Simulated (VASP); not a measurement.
Runs of VASP 6.6.1 on Sr. The structure is that of space group Im-3m (No. 229), or close to it. The cells are those of the table. 

| task | level | potentials or basis | spin | cell | smearing | gap on the mesh (eV) | pressure (GPa) | moment (μB) |
| --- | --- | --- | --- | --- | --- | --- | --- | --- |
| single point | PBEsol | VASP PAW PBE potentials, release 64 (Sr_sv) | off | a = 4.218 Å, angles 109.5°, 1 atom | gaussian 0.1 eV | none | -1.3 | - |
| single point | SVWN5 | VASP PAW PBE potentials, release 64 (Sr_sv) | collinear, ferromagnetic start | a = 4.273 Å, angles 109.5°, 1 atom | fermi-dirac 0.05 eV | none | (a) | 0.00 |
| single point | PBE | VASP PAW PBE potentials, release 64 (Sr_sv) | off | a = 4.245 Å, angles 109.5°, 1 atom | fermi-dirac 0.05 eV | none | -0.9 | - |
| single point | LDA | VASP PAW LDA potentials, release 64 (Sr_sv) | off | a = 4.218 Å, angles 109.5°, 1 atom | gaussian 0.1 eV | none | -1.9 | - |
| single point | LDA | VASP PAW LDA potentials, release 64 (Sr_sv) | collinear, ferromagnetic start | a = 4.218 Å, angles 109.5°, 1 atom | methfessel-paxton 0.15 eV | none | (b) | 0.00 |
| single point | PBE | VASP PAW PBE potentials, release 64 (Sr_sv) | off | a = 4.300 Å, angles 109.5°, 1 atom | fermi-dirac 0.05 eV | none | -1.2 | - |

Alike in all rows: k mesh 8 × 8 × 8; cutoff (eV) 520.

Task: Estimate the missing entries.

Result: (a) -2.1; (b) -2.0.

Caveats: the PAW data sets were made with another functional, which shifts forces and pressure a little (some runs).

A k mesh can miss the band edges, and the runs leave out spin-orbit coupling on Sr.

A gap of «none» marks levels without a gap at the run's occupations.
